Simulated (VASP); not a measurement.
Set up this calculation in VASP 6.6.1, as the native input.

* Task: single point
* Functional: PBEsol
* Potentials or basis: VASP PAW PBE potentials, release 64 (Ga_d)
* Cutoff: 520 eV
* k mesh: 16 × 16 × 14
* Occupations: gaussian, width 0.1 eV
* Spin: no spin polarisation
* Dipole correction: no
* Further INCAR settings: ALGO = Fast; EDIFF = 1e-06; NBANDS = 20

The structure of Ga lies in POSCAR:

```
Ga
1.0
    1.4500000000     -4.0650000000      0.0000000000
    1.4500000000      4.0650000000      0.0000000000
    0.0000000000      0.0000000000      3.1700000000
Ga
2
Direct
    0.8641376748      0.1358623252      0.2500000000
    0.1358623252      0.8641376748      0.7500000000
```

The input as run:

INCAR

```
SYSTEM = Ga
PREC     = Accurate       ! precision mode
ENCUT    = 520            ! plane-wave cutoff, eV
EDIFF    = 1E-6           ! SCF threshold, eV
ISMEAR   = 0              ! smearing method
SIGMA    = 0.1            ! smearing width, eV
LREAL    = .FALSE.        ! projectors in reciprocal space
LASPH    = .TRUE.         ! aspherical terms in the spheres
NELM     = 80             ! most SCF steps
ALGO     = Fast           ! electronic algorithm
ISIF     = 2              ! what is computed and relaxed
LWAVE    = .FALSE.        ! write WAVECAR
LCHARG   = .FALSE.        ! write CHGCAR
GGA      = PS             ! functional
NBANDS   = 20             ! bands
```

KPOINTS

```
regular mesh
0
G
  16 16 14
  0 0 0
```

Potentials or basis: VASP PAW PBE potentials, release 64 (Ga_d).

Run with:

```console
$ cat potpaw_PBE.64/Ga_d/POTCAR > POTCAR
$ mpirun -np 1 vasp_std > vasp.out
```

Results of the run:

```json
{
  "Pressure": "-1.9 GPa",
  "Band gap on the k mesh": "zero (bands 13 and 14 overlap by 9.13 eV)"
}
```

Caveat: the PAW data sets were made with another functional, which shifts forces and pressure a little.

Wall time 8.6 min on 1 thread of Intel Xeon 8259CL, with other jobs on the host, peak memory 0.44 GiB.
